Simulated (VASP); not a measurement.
A run of VASP 6.6.1:

INCAR

```
PREC = Accurate ; ENCUT = 520
EDIFF = 1E-6 ; ISMEAR = -1
SIGMA = 0.05 ; LREAL = Auto
LASPH = T ; NELM = 100
ALGO = Normal ; ISIF = 2
LWAVE = F ; LCHARG = T
GGA = PS ; LELF = T
LVHAR = T ; NBANDS = 166
NELECT = 256.0 ; ISYM = 0
```

KPOINTS

```
Automatic mesh
0
Gamma
  1 1 1
  0.25 0.25 0.25
```

File POSCAR:

```
Na32H33
1.0
    9.5855340000      0.0000000000      0.0000000000
    0.0000000000      9.5855340000      0.0000000000
    0.0000000000      0.0000000000      9.5855340000
H Na
33 32
Direct
    0.2494320000      0.9990440000      0.9921860000
    0.2488630000      0.9979490000      0.4956550000
    0.2547540000      0.4991180000      0.9871080000
    0.2514490000      0.4979400000      0.4980600000
    0.7456830000      0.9980740000      0.9927420000
    0.7451710000      0.9970220000      0.4962440000
    0.7435890000      0.4981300000      0.9903890000
    0.7400520000      0.4970290000      0.5016750000
    0.9982550000      0.2500420000      0.9921530000
    0.9973700000      0.2493730000      0.4955520000
    0.9973060000      0.7465670000      0.9928350000
    0.9964480000      0.7459340000      0.4962410000
    0.4983010000      0.2557530000      0.9865200000
    0.4972910000      0.2518430000      0.4979570000
    0.4972550000      0.7443220000      0.9904880000
    0.4963650000      0.7403350000      0.5020410000
    0.9972580000      0.9980080000      0.2441310000
    0.9973370000      0.9979760000      0.7441960000
    0.9974100000      0.4979690000      0.2442560000
    0.9981880000      0.4979870000      0.7442470000
    0.4972710000      0.9980870000      0.2441930000
    0.4972870000      0.9984530000      0.7442480000
    0.4973330000      0.4979960000      0.2439930000
    0.4820340000      0.4785030000      0.7641840000
    0.5251390000      0.5263440000      0.7166200000
    0.2494420000      0.2500100000      0.2432090000
    0.2547230000      0.2551530000      0.7431050000
    0.2488010000      0.7465940000      0.2442930000
    0.2512760000      0.7443110000      0.7443630000
    0.7457970000      0.2494520000      0.2441340000
    0.7436540000      0.2518010000      0.7441520000
    0.7452050000      0.7459390000      0.2451960000
    0.7399660000      0.7406060000      0.7453230000
    0.9975990000      0.9983550000      0.9953270000
    0.9969730000      0.9975910000      0.4930150000
    0.9982000000      0.4983050000      0.9976980000
    0.9970650000      0.4976940000      0.4908800000
    0.4975400000      0.9988140000      0.9977600000
    0.4970640000      0.9974940000      0.4907430000
    0.4994180000      0.5003870000      0.0173400000
    0.2487570000      0.2494760000      0.9927600000
    0.2474050000      0.2480100000      0.4936320000
    0.2472850000      0.7486040000      0.9943180000
    0.2468980000      0.7478960000      0.4943780000
    0.7477930000      0.2481080000      0.9941190000
    0.7473310000      0.2475240000      0.4942340000
    0.7472870000      0.7479870000      0.9947550000
    0.7459010000      0.7464540000      0.4958310000
    0.2461140000      0.9983230000      0.2438890000
    0.2437490000      0.9986750000      0.7439380000
    0.2438520000      0.4982600000      0.2436790000
    0.2255500000      0.5000110000      0.7422780000
    0.7484080000      0.9975950000      0.2446020000
    0.7508300000      0.9975780000      0.7444410000
    0.7508990000      0.4977870000      0.2446610000
    0.7713160000      0.4955690000      0.7467070000
    0.9976550000      0.2468240000      0.2438040000
    0.9981200000      0.2445880000      0.7438730000
    0.9969080000      0.7491220000      0.2446570000
    0.9970820000      0.7513330000      0.7445070000
    0.4975580000      0.2446080000      0.2436010000
    0.4994380000      0.2250780000      0.7418670000
    0.4970820000      0.7515230000      0.2447470000
    0.4949200000      0.7720670000      0.7469800000
    0.4951700000      0.4955070000      0.4704610000
```

Potentials or basis: VASP PAW PBE potentials, release 64 (H, Na_pv).

Launch:

```console
$ cat potpaw_PBE.64/H/POTCAR potpaw_PBE.64/Na_pv/POTCAR > POTCAR
$ mpirun -np 1 vasp_std > vasp.out
```

Hardware: 1 thread of Intel(R) Xeon(R) Platinum 8375C CPU @ 2.90GHz (Ice Lake) (shared host).

Q: Estimate the wall time of this run.

A: Run time: 12 min on 1 thread of Intel(R) Xeon(R) Platinum 8375C CPU @ 2.90GHz (Ice Lake) (shared host), peak memory 0.91 GiB. Counts: scf iterations 15, k points 4.
